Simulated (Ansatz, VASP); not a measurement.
**One calculation of ZnO, two programs**

```xyz
4
Lattice="3.2054 0.0000 0.0000 -1.6027 2.7760 0.0000 0.0000 0.0000 5.1354" Properties=species:S:1:pos:R:3 pbc="T T T"
Zn    1.6027    0.9253    0.0000
Zn    0.0000    1.8506    2.5677
O     0.0000    1.8506    4.5140
O     1.6027    0.9253    1.9464
```

Alike in both runs: task single point; functional PBEsol; dispersion D3(BJ); k mesh 9 × 9 × 5; occupations fermi-dirac, width 0.05 eV; no spin polarisation.

|  | VASP | Ansatz |
| --- | --- | --- |
| version | VASP 6.6.1 | Ansatz 0.2.0 |
| potentials or method | VASP PAW PBE potentials, release 64 (Zn, O) | Ansatz PAW |
| plane-wave cutoff (eV) | 520 | 420 |
| valence electrons in the cell | 36 | 36 |

```csv
,VASP,Ansatz,Ansatz less VASP
gap on the k mesh at the Fermi level (eV),0.74,0.76,+0.012
least direct gap on the mesh (eV),0.74,0.76,+0.012
pressure (GPa),3.2,2.0,-1.18
"traceless stress, the component that is largest in VASP (GPa)",1.28,1.24,-0.040
rms of the force components (eV/Å),0.047,0.044,-0.0022
```

VASP's potentials were made for PBE, not for PBEsol. Atom by atom the forces differ by 0.002 eV/Å (rms over components).

Noted on Ansatz's run: odd divisions of the mesh miss points on the zone boundary, where band edges often lie, so the gap on the mesh can be too wide.
